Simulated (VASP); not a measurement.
Wanted: the native input for a VASP 6.6.1 run.

- Task: single point
- Functional: PBE
- Dispersion: D3(BJ)
- Potentials or basis: VASP PAW PBE potentials, release 64 (Si, S)
- Cutoff: 520 eV
- k mesh: 7 × 4 × 1
- Occupations: gaussian, width 0.05 eV
- Spin: collinear spin, ferromagnetic start
- Starting moments: [0.0, 0.0, 0.0, 0.0, 0.0, 0.0, 0.0, 0.0, 2.0] μB
- Dipole correction: yes
- Further INCAR settings: ALGO = Normal; EDIFF = 1e-06; NBANDS = 33

The structure of Si8S lies in POSCAR:

```
Si8S
1.0
    3.8155170197      0.0000000000      0.0000000000
    0.0000000000      6.3129357895      0.0000000000
    0.0000000000      0.0000000000     21.2318711397
Si S
8 1
Direct
    0.0000000000      0.9369021388      0.1883960191
    0.0000000000      0.5630978612      0.1883960191
    0.5000000000      0.4369021388      0.2402729771
    0.5000000000      0.0630978612      0.2402729771
    0.5000000000      0.9332664454      0.3446595292
    0.5000000000      0.5667335546      0.3446595292
    0.0000000000      0.4266292815      0.3877129380
    0.0000000000      0.0733707185      0.3877129380
    0.0000000000      1.0932959481      0.4913307485
```

These files were run (other wordings do the same):

INCAR

```
  PREC = Accurate
  ENCUT = 520
  EDIFF = 1E-6
  ISMEAR = 0
  SIGMA = 0.05
  LREAL = False
  LASPH = True
  NELM = 150
  ALGO = Normal
  ISIF = 2
  LWAVE = False
  LCHARG = True
  ISPIN = 2
  MAGMOM = 0 0 0 0 0 0 0 0 2
  LORBIT = 11
  LDIPOL = True
  IDIPOL = 3
  DIPOL = 0.5 0.5 0.313
  GGA = PE
  IVDW = 12
  LELF = True
  LVHAR = True
  LVACPOTAV = True
  NBANDS = 33
```

KPOINTS

```
regular mesh
0
Gamma
  7 4 1
```

Potentials or basis: VASP PAW PBE potentials, release 64 (Si, S).

Command:

```console
$ cat potpaw_PBE.64/Si/POTCAR potpaw_PBE.64/S/POTCAR > POTCAR
$ mpirun -np 1 vasp_std > vasp.out
```

Results of the run:

```
Largest force                                         : 1.871 eV/Å
Net moment                                            : 0.06 μB per cell
Valence electrons inside the program's atomic spheres : Si 1.64, 1.67, 1.72, 1.71, 1.69; S 3.60
Dispersion energy per atom                            : -0.249 eV
```

It took 12 min on 1 thread of Intel(R) Xeon(R) 6975P-C (Granite Rapids), on a shared host, peak memory 0.81 GiB.
